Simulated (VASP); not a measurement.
# Al in VASP: further runs

Al is run at these levels: PBE; tasks: single point, relaxation of cell and atoms.

Everything below comes from runs of VASP 6.6.1. Logs are shortened: lines on timing, memory, paths and dates and some standing lists are left out, and cuts for length are marked.

## (1) The cell of the first run

The typed cell holds 2 atoms: a = 2.890 Å, b = 3.947 Å, c = 2.889 Å, α = 90.00°, β = 89.99°, γ = 90.00°.

## (2) Single point, PBE

INCAR

```
SYSTEM = Al
ALGO = Fast
EDIFF = 1E-7
ENCUT = 520
GGA = PE
ISIF = 2
ISMEAR = 0
LASPH = .True.
LCHARG = .False.
LREAL = .False.
LWAVE = .False.
NBANDS = 10
NELM = 60
PREC = Accurate
SIGMA = 0.1
```

KPOINTS

```
k-points
0
Gamma
  14 10 14
  0 0 0
```

POSCAR

```
Al
1.0
    2.8900430212      0.0000000000      0.0134522447
    0.0000000000      3.9474594790      0.0000000000
   -0.0131792124      0.0000000000      2.8891943322
Al
2
Direct
    1.2499912386      0.7500000000      0.7499978035
   -0.2499912386      0.2500000000      0.2500021965
```

Potentials or basis: VASP PAW PBE potentials, release 64 (Al).

Started as:

```bash
cat potpaw_PBE.64/Al/POTCAR > POTCAR
mpirun -np 1 vasp_std > vasp.out
```

OUTCAR:

```text
SYSTEM = Al
   EDIFF = 1E-7
   ENCUT = 520
   GGA = PE
   ISIF = 2
   ISMEAR = 0
   LASPH = .True.
   LREAL = .False.
   NELM = 60
   PREC = Accurate

 ion  position               nearest neighbor table
   1  0.250  0.750  0.750-   2 2.84   2 2.84   2 2.84   2 2.84   2 2.84   2 2.84   2 2.84   2 2.84

   2  0.750  0.250  0.250-   1 2.84   1 2.84   1 2.84   1 2.84   1 2.84   1 2.84   1 2.84   1 2.84

  LATTYP: Found a simple monoclinic cell.
 ALAT       =     2.8892243909
 B/A-ratio  =     1.3662696091
 C/A-ratio  =     1.0002941752
 COS(beta)  =    -0.0000931319

  Lattice vectors:

 A1 = (  -0.0131792124,   0.0000000000,   2.8891943322)
 A2 = (   0.0000000000,   3.9474594790,   0.0000000000)
 A3 = (  -2.8900430212,   0.0000000000,  -0.0134522447)

Analysis of symmetry for initial positions (statically):
=====================================================================
 Subroutine PRICEL returns:
 Original cell was already a primitive cell.

 Routine SETGRP: Setting up the symmetry group for a
 simple monoclinic supercell.

 Subroutine GETGRP returns: Found  4 space group operations
 (whereof  2 operations were pure point group operations)
 out of a pool of  4 trial point group operations.

The static configuration has the point symmetry S_2 .
 The point group associated with its full space group is C_2h.

Analysis of symmetry for dynamics (positions and initial velocities):
=====================================================================
 Subroutine PRICEL returns:
 Original cell was already a primitive cell.

 Routine SETGRP: Setting up the symmetry group for a
 simple monoclinic supercell.

 Subroutine GETGRP returns: Found  4 space group operations
 (whereof  2 operations were pure point group operations)
 out of a pool of  4 trial point group operations.

The dynamic configuration has the point symmetry S_2 .
 The point group associated with its full space group is C_2h.

 Subroutine INISYM returns: Found  4 space group operations
 (whereof  2 operations are pure point group operations),
 and found     1 'primitive' translations

----------------------------------------------------------------------------------------

                                     Primitive cell

  volume of cell :      32.9616

  direct lattice vectors                    reciprocal lattice vectors
     2.890043021  0.000000000  0.013452245     0.346008264  0.000000000  0.001578335
     0.000000000  3.947459479  0.000000000     0.000000000  0.253327490  0.000000000
    -0.013179212  0.000000000  2.889194332    -0.001611033  0.000000000  0.346109902

[... 93 lines left out ...]
   PSTRESS=    0.0 pullay stress
   NELECT =       6.0000    total number of electrons
   NUPDOWN=      -1.0000    fix difference up-down
   EMIN   =  10.00;   EMAX   =-10.00  energy-range for DOS
   EFERMI =   0.00;   METHOD = LEGACY
   ISMEAR =     0;   SIGMA  =   0.10  broadening in eV -4-tet -1-fermi 0-gaus
   EFERMI_NEDOS =   21; number of points for ismear=-14 and -15
   IALGO  =     68    algorithm
   IMIX   =      4    mixing-type and parameters
     AMIX     =   0.40;   BMIX     =  1.00
     AMIX_MAG =   1.60;   BMIX_MAG =  1.00
  volume/ion in A,a.u.               =      16.48       111.22
  Fermi-wavevector in a.u.,A,eV,Ry     =   0.927803  1.753294 11.712154  0.860819
  Thomas-Fermi vector in A             =   2.053912
   LORBIT       =      0    0 simple, 1 ext, 2 COOP (PROOUT), +10 PAW based schemes
   GGA     = PE    functional components
   LHFCALC =     F    Hartree Fock is set to
   AEXX    =    0.0000 exact exchange contribution
   IVDW    =     0    specifies the selected vdW correction
   LEPSILON=     F    determine dielectric tensor
   LRPA    =     F    only Hartree local field effects (RPA)
 non-spin polarized calculation
 RMM-DIIS sequential band-by-band and
 Gauss-broadening in eV      SIGMA  =   0.10
  energy-cutoff  :      520.00
  volume of cell :       32.96
 maximum number of plane-waves:       904
 NGX is ok and might be reduce to    24
   NGX = 11   NGY = 15   NGZ = 11

 number of electron       6.0000000 magnetization

 Free energy of the ion-electron system (eV)
  ---------------------------------------------------
  ext. energy  EPLUGINS =         0.00000000
  ---------------------------------------------------
  free energy    TOTEN  =        -7.49434977 eV

  energy without entropy =       -7.49181754  energy(sigma->0) =       -7.49308365

 E-fermi :   8.0119     XC(G=0): -10.2009

 val. band max:        8.0094177280   @ k =   0.1429   0.2000   0.2143
 cond. band min:       8.0466674892   @ k =   0.5000   0.5000   0.5000
 fundamental gap:      0.0372497612
 Fermi energy:         8.0119253648

 k-point     1 :       0.0000    0.0000    0.0000
  band No.  band energies     occupation
      1      -3.1301      2.00000
      2       5.4315      2.00000
      3       6.8911      2.00000
      4      13.0093      0.00000
      5      13.1870      0.00000
      6      13.1974      0.00000
      7      16.6629      0.00000
      8      20.5248      0.00000
      9      20.5339      0.00000
     10      20.9011      0.00000
[... 287 lines left out ...]
 k-point    24 :       0.5000    0.2000    0.0000
  band No.  band energies     occupation
      1       1.6017      2.00000
      2       1.6018      2.00000
      3       7.0122      2.00000
      4       7.0124      2.00000
      5      14.2421      0.00000
      6      14.2422      0.00000
      7      17.3334      0.00000
      8      17.3336      0.00000
      9      19.3471      0.00000
     10      19.3472      0.00000

 [... further k-points ...]

------------------------ aborting loop because EDIFF is reached ----------------------------------------

  FORCE on cell =-STRESS in cart. coord.  units (eV):
  Direction    XX          YY          ZZ          XY          YZ          ZX
  --------------------------------------------------------------------------------------
  -------------------------------------------------------------------------------------
  Total       -0.0020544     -0.0084358      0.0008395      0.0000000      0.0000000     -0.0015475
  in kB       -0.0998606     -0.4100442      0.0408067      0.0000000      0.0000000     -0.0752184
  external PRESSURE =      -0.1563660 kB  Pullay stress =       0.0000000 kB

 VOLUME and BASIS-vectors are now :
 -----------------------------------------------------------------------------
  energy-cutoff  :      520.00
  volume of cell :       32.96
      direct lattice vectors                 reciprocal lattice vectors
     2.890043021  0.000000000  0.013452245     0.346008264  0.000000000  0.001578335
     0.000000000  3.947459479  0.000000000     0.000000000  0.253327490  0.000000000
    -0.013179212  0.000000000  2.889194332    -0.001611033  0.000000000  0.346109902

 POSITION                                       TOTAL-FORCE (eV/Angst)
 -----------------------------------------------------------------------------------
      0.71260      2.96059      2.17025         0.000109      0.000000      0.000028
      2.16426      0.98686      0.73239        -0.000109      0.000000     -0.000028
 -----------------------------------------------------------------------------------
    total drift:                               -0.000000     -0.000000      0.000000

  FREE ENERGIE OF THE ION-ELECTRON SYSTEM (eV)
  ---------------------------------------------------
  free  energy   TOTEN  =        -7.4943497694 eV

  energy  without entropy=       -7.4918175368  energy(sigma->0) =       -7.49308365
```

Run time: 1.8 min. Hardware: 1 thread of AMD EPYC 7R13, shared host; peak memory 0.27 GiB.

Results:

```
Free energy            : -7.4943 eV
Pressure               : 0.0 GPa
Band gap on the k mesh : zero (bands 3 and 4 overlap by 11.58 eV)
```

## (3) Single point, PBE

This run uses another cell than the first one, of 16.53 Å³/atom.

INCAR

```
SYSTEM = Al
PREC = Accurate ; ENCUT = 520
EDIFF = 1E-6 ; ISMEAR = 0
SIGMA = 0.1 ; LREAL = .False.
LASPH = .True. ; NELM = 80
ALGO = Normal ; ISIF = 2
LWAVE = .False. ; LCHARG = .False.
GGA = PE ; NBANDS = 10
```

KPOINTS

```
Automatic mesh
0
Gamma
  14 10 10
  0 0 0
```

POSCAR

```
Al
1.0
    2.9216698272      0.0000000000      0.0135018172
    0.0000000000      3.9673850912      0.0000000000
   -0.0131028517      0.0000000000      2.8524512088
Al
2
Direct
    1.2500248817      0.7500000000      0.7500086960
   -0.2500248817      0.2500000000      0.2499913040
```

Potentials or basis: VASP PAW PBE potentials, release 64 (Al).

Started as:

```bash
cat potpaw_PBE.64/Al/POTCAR > POTCAR
mpirun -np 1 vasp_std > vasp.out
```

OUTCAR:

```text
SYSTEM = Al
   PREC = Accurate
   ENCUT = 520
   EDIFF = 1E-6
   ISMEAR = 0
   LREAL = .False.
   LASPH = .True.
   NELM = 80
   ISIF = 2
   GGA = PE

 ion  position               nearest neighbor table
   1  0.250  0.750  0.750-   2 2.85   2 2.85   2 2.85   2 2.85   2 2.85   2 2.85   2 2.85   2 2.85

   2  0.750  0.250  0.250-   1 2.85   1 2.85   1 2.85   1 2.85   1 2.85   1 2.85   1 2.85   1 2.85

  LATTYP: Found a simple monoclinic cell.
 ALAT       =     2.8524813029
 B/A-ratio  =     1.3908540214
 C/A-ratio  =     1.0242664945
 COS(beta)  =    -0.0000277257

  Lattice vectors:

 A1 = (  -0.0131028517,   0.0000000000,   2.8524512088)
 A2 = (   0.0000000000,   3.9673850912,   0.0000000000)
 A3 = (  -2.9216698272,   0.0000000000,  -0.0135018172)

Analysis of symmetry for initial positions (statically):
=====================================================================
 Subroutine PRICEL returns:
 Original cell was already a primitive cell.

 Routine SETGRP: Setting up the symmetry group for a
 simple monoclinic supercell.

 Subroutine GETGRP returns: Found  4 space group operations
 (whereof  2 operations were pure point group operations)
 out of a pool of  4 trial point group operations.

The static configuration has the point symmetry S_2 .
 The point group associated with its full space group is C_2h.

Analysis of symmetry for dynamics (positions and initial velocities):
=====================================================================
 Subroutine PRICEL returns:
 Original cell was already a primitive cell.

 Routine SETGRP: Setting up the symmetry group for a
 simple monoclinic supercell.

 Subroutine GETGRP returns: Found  4 space group operations
 (whereof  2 operations were pure point group operations)
 out of a pool of  4 trial point group operations.

The dynamic configuration has the point symmetry S_2 .
 The point group associated with its full space group is C_2h.

 Subroutine INISYM returns: Found  4 space group operations
[... 122 lines left out ...]
   GGA     = PE    functional components
   LHFCALC =     F    Hartree Fock is set to
   AEXX    =    0.0000 exact exchange contribution
   IVDW    =     0    specifies the selected vdW correction
   LEPSILON=     F    determine dielectric tensor
   LRPA    =     F    only Hartree local field effects (RPA)
 non-spin polarized calculation
 Gauss-broadening in eV      SIGMA  =   0.10
  energy-cutoff  :      520.00
  volume of cell :       33.06
 maximum number of plane-waves:       914
 NGX is ok and might be reduce to    24
   NGX = 11   NGY = 15   NGZ = 11

 number of electron       6.0000000 magnetization

 Free energy of the ion-electron system (eV)
  ---------------------------------------------------
  ext. energy  EPLUGINS =         0.00000000
  ---------------------------------------------------
  free energy    TOTEN  =        -7.49177344 eV

  energy without entropy =       -7.48844258  energy(sigma->0) =       -7.49010801

 E-fermi :   8.0261     XC(G=0): -10.1893

 val. band max:        8.0255813092   @ k =   0.1429   0.5000   0.3000
 cond. band min:       8.0336863231   @ k =   0.3571   0.0000   0.2000
 fundamental gap:      0.0081050139
 Fermi energy:         8.0260628402

 k-point     1 :       0.0000    0.0000    0.0000
  band No.  band energies     occupation
      1      -3.1415      2.00000
      2       5.3442      2.00000
      3       6.7735      2.00000
      4      12.8012      0.00000
      5      12.9849      0.00000
      6      13.6455      0.00000
      7      16.7186      0.00000
      8      20.1315      0.00000
      9      20.7873      0.00000
     10      20.8707      0.00000
[... 287 lines left out ...]
 k-point    24 :       0.5000    0.2000   -0.0000
  band No.  band energies     occupation
      1       1.4951      2.00000
      2       1.4955      2.00000
      3       6.8519      2.00000
      4       6.8523      2.00000
      5      14.0089      0.00000
      6      14.0092      0.00000
      7      17.6797      0.00000
      8      17.6803      0.00000
      9      19.6141      0.00000
     10      19.6143      0.00000

 [... further k-points ...]

------------------------ aborting loop because EDIFF is reached ----------------------------------------

  FORCE on cell =-STRESS in cart. coord.  units (eV):
  Direction    XX          YY          ZZ          XY          YZ          ZX
  --------------------------------------------------------------------------------------
  -------------------------------------------------------------------------------------
  Total       -0.0089378     -0.0074705     -0.0228103      0.0000000      0.0000000     -0.0003477
  in kB       -0.4330884     -0.3619930     -1.1052948      0.0000000      0.0000000     -0.0168496
  external PRESSURE =      -0.6334587 kB  Pullay stress =       0.0000000 kB

 VOLUME and BASIS-vectors are now :
 -----------------------------------------------------------------------------
  energy-cutoff  :      520.00
  volume of cell :       33.06
      direct lattice vectors                 reciprocal lattice vectors
     2.921669827  0.000000000  0.013501817     0.342262758  0.000000000  0.001572198
     0.000000000  3.967385091  0.000000000     0.000000000  0.252055189  0.000000000
    -0.013102852  0.000000000  2.852451209    -0.001620069  0.000000000  0.350568230

 POSITION                                       TOTAL-FORCE (eV/Angst)
 -----------------------------------------------------------------------------------
      0.72066      2.97554      2.14274        -0.000261     -0.000000     -0.000106
      2.18790      0.99185      0.72321         0.000261      0.000000      0.000106
 -----------------------------------------------------------------------------------
    total drift:                               -0.000000     -0.000000     -0.000000

  FREE ENERGIE OF THE ION-ELECTRON SYSTEM (eV)
  ---------------------------------------------------
  free  energy   TOTEN  =        -7.4917734437 eV

  energy  without entropy=       -7.4884425808  energy(sigma->0) =       -7.49010801
```

stdout:

```text
POSCAR found type information on POSCAR Al
 POSCAR found :  1 types and       2 ions
 scaLAPACK will be used
 LDA part: xc-table for (Slater+PW92), standard interpolation
 POSCAR, INCAR and KPOINTS ok, starting setup
 FFT: planning ... GRIDC
 FFT: planning ... GRID_SOFT
 FFT: planning ... GRID
 WAVECAR not read
 entering main loop
```

It took 58 s on 1 thread of AMD EPYC 7R13, shared host; peak memory 0.23 GiB.

What came out:

- Free energy: -7.4918 eV
- Pressure: -0.1 GPa
- Band gap on the k mesh: zero (bands 3 and 4 overlap by 11.35 eV)

Levels at points of the mesh, in eV from the Fermi level:
| k point | band 1 | band 2 | band 3 | band 4 | band 5 | band 6 | band 7 |
| --- | --- | --- | --- | --- | --- | --- | --- |
| (0.00, 0.00, 0.00) | -11.17 | -2.68 | -1.25 | 4.78 | 4.96 | 5.62 | 8.69 |
| (0.50, 0.00, 0.00) | -6.90 | -6.90 | 1.29 | 1.29 | 2.91 | 2.91 | 9.33 |
| (0.00, 0.50, 0.00) | -8.84 | -8.84 | 6.79 | 6.79 | 7.27 | 7.27 | 7.61 |
| (0.50, 0.50, 0.00) | -4.69 | -4.69 | -4.56 | -4.56 | 11.29 | 11.29 | 11.42 |
| (0.00, 0.00, 0.50) | -6.69 | -6.69 | 1.48 | 1.48 | 3.13 | 3.13 | 8.70 |
| (0.50, 0.00, 0.50) | -3.10 | -3.10 | -1.84 | -1.84 | 5.33 | 5.33 | 5.63 |
| (0.00, 0.50, 0.50) | -4.57 | -4.57 | -4.28 | -4.28 | 10.72 | 10.72 | 10.77 |
| (0.50, 0.50, 0.50) | -1.02 | -1.02 | -0.87 | -0.87 | 0.02 | 0.02 | 0.94 |

## (4) Relaxation of cell and atoms, PBE

This run uses another cell than the first one, of 16.53 Å³/atom.

INCAR

```
SYSTEM = Al
  ALGO = Fast
  EDIFF = 1E-6
  EDIFFG = -0.01
  ENCUT = 600
  GGA = PE
  IBRION = 2
  ISIF = 3
  ISMEAR = 0
  LASPH = .True.
  LCHARG = .False.
  LREAL = .False.
  LWAVE = .False.
  NELM = 100
  NSW = 80
  PREC = Accurate
  SIGMA = 0.1
```

KPOINTS

```
k-points
0
Gamma
  14 10 14
  0 0 0
```

POSCAR is that of step 3.

Started as:

```bash
cat potpaw_PBE.64/Al/POTCAR > POTCAR
mpirun -np 1 vasp_std > vasp.out
```

Run time: 3.2 min. Hardware: 1 thread of AMD EPYC 7R13, shared host; peak memory 0.27 GiB.

Results (log left out):

| Property | Result |
| --- | --- |
| Free energy | -7.4945 eV |
| Relaxed volume | 16.49 Å³/atom |
| Relaxed cell | a = 2.893 Å, b = 3.947 Å, c = 2.888 Å, α = 90.00°, β = 90.00°, γ = 90.00° |
| Space group after relaxing (to 0.1 Å) | I4/mmm (No. 139) |
| Energy gained by relaxing | 0.9 meV/atom |
| Ionic steps | 8 |
| Pressure after relaxing | 0.0 GPa |
| Band gap on the k mesh | zero (bands 3 and 4 overlap by 11.56 eV) |

The path:
```
step  energy change (eV)  largest force (eV/Å)  pressure (GPa)  volume (Å³)
   1              0.0000                0.0003           -0.23        33.06
   2             -0.0006                0.0003            0.03        32.95
   3             -0.0010                0.0002            0.36        32.81
   4             -0.0014                0.0001            0.25        32.85
   5             -0.0016                0.0000            0.11        32.91
   6             -0.0016                0.0000            0.09        32.92
   7             -0.0017                0.0000            0.01        32.95
   8             -0.0017                0.0000           -0.04        32.98
```

Final structure:
```
Al
1.0
     2.89256    0.00000    0.01333
     0.00000    3.94711    0.00000
    -0.01330    0.00000    2.88821
Al
2
Direct
  0.25000 0.75000 0.75000
  0.75000 0.25000 0.25000
```

Levels at points of the mesh, in eV from the Fermi level:
| k point | band 1 | band 2 | band 3 | band 4 | band 5 | band 6 | band 7 |
| --- | --- | --- | --- | --- | --- | --- | --- |
| (0.00, 0.00, 0.00) | -11.14 | -2.58 | -1.12 | 4.99 | 5.15 | 5.20 | 8.64 |
| (0.50, 0.00, 0.00) | -6.78 | -6.78 | 1.47 | 1.47 | 3.14 | 3.14 | 9.00 |
| (0.00, 0.50, 0.00) | -8.78 | -8.78 | 7.17 | 7.17 | 7.22 | 7.33 | 7.33 |
| (0.50, 0.50, 0.00) | -4.60 | -4.60 | -4.38 | -4.38 | 11.02 | 11.02 | 11.10 |
| (0.00, 0.00, 0.50) | -6.77 | -6.77 | 1.48 | 1.48 | 3.16 | 3.16 | 8.96 |
| (0.50, 0.00, 0.50) | -3.09 | -3.09 | -1.84 | -1.84 | 5.41 | 5.41 | 5.71 |
| (0.00, 0.50, 0.50) | -4.59 | -4.59 | -4.37 | -4.37 | 10.98 | 10.98 | 11.06 |
| (0.50, 0.50, 0.50) | -0.91 | -0.91 | -0.91 | -0.91 | 0.03 | 0.03 | 0.98 |

## (5) Overview

| task | cell | k mesh | cutoff (eV) | gap on the mesh (eV) | pressure (GPa) |
| --- | --- | --- | --- | --- | --- |
| single point | a = 2.890, b = 3.947, c = 2.889 Å, 2 atoms | 14 × 10 × 14 | 520 | none | 0.0 |
| single point | a = 2.922, b = 3.967, c = 2.852 Å, 2 atoms | 14 × 10 × 10 | 520 | none | -0.1 |
| relaxation of cell and atoms | relaxed from a = 2.922, b = 3.967, c = 2.852 Å, 2 atoms | 14 × 10 × 14 | 600 | none | 0.0 |

Alike in all rows: level PBE; potentials or basis VASP PAW PBE potentials, release 64 (Al); no spin polarisation; smearing gaussian 0.1 eV.

Total energies depend on the potentials used, so only differences within one code and one set of settings carry meaning.

The gap in the log of VASP goes by the Fermi energy; the results here count the filled bands.